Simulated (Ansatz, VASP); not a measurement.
**SrFeO4 in VASP and in Ansatz**

File INCAR:

```
SYSTEM = SrFeO4
PREC = Accurate
ENCUT = 520
EDIFF = 1E-7
ISMEAR = 0
SIGMA = 0.1
LREAL = .FALSE.
LASPH = .TRUE.
NELM = 150
ALGO = Normal
ISIF = 2
LWAVE = .FALSE.
LCHARG = .FALSE.
ISPIN = 2
MAGMOM = 0 4 0 0 0 0
LORBIT = 11
LMAXMIX = 4
GGA = PE
NBANDS = 34
```

File KPOINTS:

```
regular mesh
0
G
  6 6 4
  0 0 0
```

File POSCAR:

```
SrFeO4
1.0
    4.2709150000      0.0000000000      0.0000000000
   -2.1354575000      3.6987208900      0.0000000000
    0.0000000000      0.0000000000      5.2031753800
Sr Fe O
1 1 4
Direct
    0.0000000000      0.0000000000      0.0000000000
    0.0000000000      0.0000000000      0.5000000000
    0.3333333300      0.6666666700      0.2571785000
    0.3333333300      0.6666666700      0.7428215000
    0.6666666700      0.3333333300      0.7428215000
    0.6666666700      0.3333333300      0.2571785000
```

Input for Ansatz:

```yaml
crystal:
  lattice:
    - [4.270915, 0.0, 0.0]
    - [-2.1354575, 3.69872089, 0.0]
    - [0.0, 0.0, 5.20317538]
  atoms:
    - { symbol: Sr, position: [0.0, 0.0, 0.0] }
    - { symbol: Fe, position: [0.0, 0.0, 0.5], spin: 4.0 }
    - { symbol: O, position: [0.33333333, 0.66666667, 0.2571785] }
    - { symbol: O, position: [0.33333333, 0.66666667, 0.7428215] }
    - { symbol: O, position: [0.66666667, 0.33333333, 0.7428215] }
    - { symbol: O, position: [0.66666667, 0.33333333, 0.2571785] }
basis:
  ecutwfc: 420
kpoints:
  mp_grid: { grid: [6, 6, 4] }
hamiltonian:
  xc: pbe
scf:
  occupations: { method: gaussian, width: 0.1 }
  lower_state_search: "off"
output:
  forces: true
  stress: true
  eigenvalues: true
  populations: true
magnetization:
  spin_polarized: true
```

Alike in both runs: task single point; functional PBE; k mesh 6 × 6 × 4; occupations gaussian, width 0.1 eV; collinear spin.

|  | VASP | Ansatz |
| --- | --- | --- |
| version | VASP 6.6.1 | Ansatz 0.2.0 |
| potentials or method | VASP PAW PBE potentials, release 64 (Sr_sv, Fe, O), cutoff 520 eV | scalar-relativistic, plane waves, PAW |
| valence electrons in the cell | 42 | 50 |

```tsv
	VASP	Ansatz	Ansatz less VASP
gap on the k mesh at the Fermi level (eV)	none	none	-
pressure (GPa)	-12.6	-9.8	+2.82
traceless stress, the component that is largest in VASP (GPa)	25.35	25.61	+0.261
rms of the force components (eV/Å)	0.281	0.267	-0.0141
net moment per atom (μB)	0.64	0.00	-0.643
size of the moment on the site where the two differ most (μB)	0.09	0.90	+0.807
```

The net moments are unlike, so the other rows may belong to different states. Site moments also hang on the region over which each program counts them. Atom by atom the forces differ by 0.014 eV/Å (rms over components). A gap of «none» marks a metal or a gap that the smearing closes. VASP's potentials hold 42 valence electrons a cell and Ansatz's 50, so a difference there can come from the potentials and not from the codes. Ansatz's warnings: seeded moment not kept.
